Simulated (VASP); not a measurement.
# BiB: single point with r2SCAN

BiB:

```
B Bi
1.0
     0.00000    2.62683    2.62683
     2.62683    0.00000    2.62683
     2.62683    2.62683    0.00000
B Bi
1 1
Direct
  0.00000 0.00000 0.00000
  0.50000 0.50000 0.50000
```

| Property | Result |
| --- | --- |
| Program | VASP 6.6.1 |
| Task | single point |
| Functional | r2SCAN |
| Potentials or basis | VASP PAW PBE potentials, release 64 (B, Bi_d) |
| Cutoff | 520 eV |
| k mesh | 6 × 6 × 6 |
| Occupations | fermi-dirac, width 0.02 eV |
| Spin | no spin polarisation |

| Quantity | Value |
| --- | --- |
| Pressure | 0.5 GPa |
| Band gap on the k mesh | zero (bands 9 and 10 overlap by 4.29 eV) |

Levels at points of the mesh, in eV from the Fermi level:
| k point | band 6 | band 7 | band 8 | band 9 | band 10 | band 11 | band 12 | band 13 |
| --- | --- | --- | --- | --- | --- | --- | --- | --- |
| (0.00, 0.00, 0.00) | -14.86 | -0.11 | -0.11 | -0.11 | 0.20 | 7.02 | 7.02 | 7.02 |
| (0.50, 0.00, 0.00) | -11.80 | -8.91 | 1.14 | 1.14 | 1.97 | 1.97 | 3.15 | 3.24 |
| (0.50, 0.50, 0.00) | -10.84 | -6.42 | -4.37 | -3.07 | -3.07 | 4.50 | 9.12 | 9.12 |

Run time: 97 s on 1 thread of AMD EPYC 7R13, with other jobs on the host, peak memory 0.14 GiB.

Caveat: the structure was generated, so it needn't be the stable form of BiB; the PAW data sets were made with another functional, which shifts forces and pressure a little; spin-orbit coupling is left out, which moves the levels of the heavy elements.
